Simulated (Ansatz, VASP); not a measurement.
## One calculation of Ca2TeSe, two programs

```
Se Ca Te
1.0
     4.38040    0.00000    0.00000
     0.00000    4.38040    0.00000
     0.00000    0.00000    6.19440
Se Ca Te
1 2 1
Direct
  0.00000 0.00000 0.00000
  0.00000 0.00000 0.50000
  0.50000 0.50000 0.00000
  0.50000 0.50000 0.50000
```

Alike in both runs: task single point; functional PBE; k mesh 6 × 6 × 4; no spin polarisation.

```csv
,VASP,Ansatz
version,VASP 6.6.1,Ansatz 0.2.0
potentials or method,"VASP PAW PBE potentials, release 64 (Se, Ca_sv, Te)","plane waves, PAW"
plane-wave cutoff (eV),520,420
occupations,"gaussian, width 0.01 eV",fixed
valence electrons in the cell,32,52
```

|  | VASP | Ansatz | Ansatz less VASP |
| --- | --- | --- | --- |
| gap on the k mesh at the Fermi level (eV) | 1.74 | 1.75 | +0.012 |
| pressure (GPa) | 0.1 | 0.0 | -0.12 |

VASP's potentials hold 32 valence electrons a cell and Ansatz's 52, so a difference there can come from the potentials and not from the codes.

Spin-orbit coupling is off throughout.
